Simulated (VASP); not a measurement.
# Si3N4: relaxation of the atoms with PBE

The system is Si3N4.

```
Si N
1.0
    -3.21562    3.21562    3.21562
     3.21562   -3.21562    3.21562
     3.21562    3.21562   -3.21562
Si N
6 8
Direct
  0.25000 0.12500 0.87500
  0.87500 0.25000 0.12500
  0.75000 0.37500 0.62500
  0.62500 0.75000 0.37500
  0.12500 0.87500 0.25000
  0.37500 0.62500 0.75000
  0.56280 0.56280 0.56280
  0.43720 0.50000 0.00000
  0.50000 0.00000 0.93720
  0.00000 0.43720 0.50000
  0.93720 0.50000 0.00000
  0.06280 0.06280 0.06280
  0.00000 0.93720 0.50000
  0.50000 0.00000 0.43720
```

```json
{"Program": "VASP 6.6.1", "Task": "relaxation of the atoms", "Functional": "PBE", "Potentials or basis": "VASP PAW PBE potentials, release 64 (Si, N)", "Cutoff": "520 eV", "k mesh": "6 × 6 × 6", "Occupations": "fermi-dirac, width 0.02 eV", "Spin": "no spin polarisation", "Dipole correction": "no", "Further INCAR settings": "ALGO = Normal; EDIFF = 1e-06; IBRION = 2; EDIFFG = -0.02; NSW = 80"}
```

- Energy gained by relaxing: 0.2 meV/atom
- Ionic steps: 3
- Pressure after relaxing: 7.0 GPa
- Band gap on the k mesh: 4.15 eV (least direct gap 4.31 eV)

The path:
| step | energy change (eV) | largest force (eV/Å) | pressure (GPa) |
| --- | --- | --- | --- |
| 1 | 0.0000 | 0.0663 | 7.30 |
| 2 | -0.0015 | 0.0487 | 7.21 |
| 3 | -0.0032 | 0.0003 | 6.99 |

Final structure:
```cif
data_structure
_symmetry_space_group_name_H-M 'P 1'
_symmetry_Int_Tables_number 1
_cell_length_a 5.5696
_cell_length_b 5.5696
_cell_length_c 5.5696
_cell_angle_alpha 109.471
_cell_angle_beta 109.471
_cell_angle_gamma 109.471
_cell_volume 133.00
loop_
_atom_site_label
_atom_site_type_symbol
_atom_site_fract_x
_atom_site_fract_y
_atom_site_fract_z
_atom_site_occupancy
Si1 Si 0.25000 0.12500 0.87500 1
Si2 Si 0.87500 0.25000 0.12500 1
Si3 Si 0.75000 0.37500 0.62500 1
Si4 Si 0.62500 0.75000 0.37500 1
Si5 Si 0.12500 0.87500 0.25000 1
Si6 Si 0.37500 0.62500 0.75000 1
N1 N 0.56064 0.56064 0.56064 1
N2 N 0.43936 0.50000 0.00000 1
N3 N 0.50000 0.00000 0.93936 1
N4 N 0.00000 0.43936 0.50000 1
N5 N 0.93936 0.50000 0.00000 1
N6 N 0.06064 0.06064 0.06064 1
N7 N 0.00000 0.93936 0.50000 1
N8 N 0.50000 0.00000 0.43936 1
```

Levels at points of the mesh, in eV from the valence-band top:
| k point | band 30 | band 31 | band 32 | band 33 | band 34 | band 35 |
| --- | --- | --- | --- | --- | --- | --- |
| (0.00, 0.00, 0.00) | -0.16 | -0.16 | -0.05 | 4.61 | 4.61 | 4.79 |
| (0.50, 0.00, 0.00) | -1.30 | -0.01 | -0.01 | 5.05 | 5.05 | 6.10 |
| (0.50, 0.50, 0.50) | -1.96 | -1.22 | -1.22 | 5.50 | 5.50 | 5.50 |

Wall time 3.4 min on 1 thread of Intel(R) Xeon(R) Platinum 8259CL CPU @ 2.50GHz (Skylake/Cascade Lake) (shared host), peak memory 0.28 GiB.

A k mesh can miss the band edges.
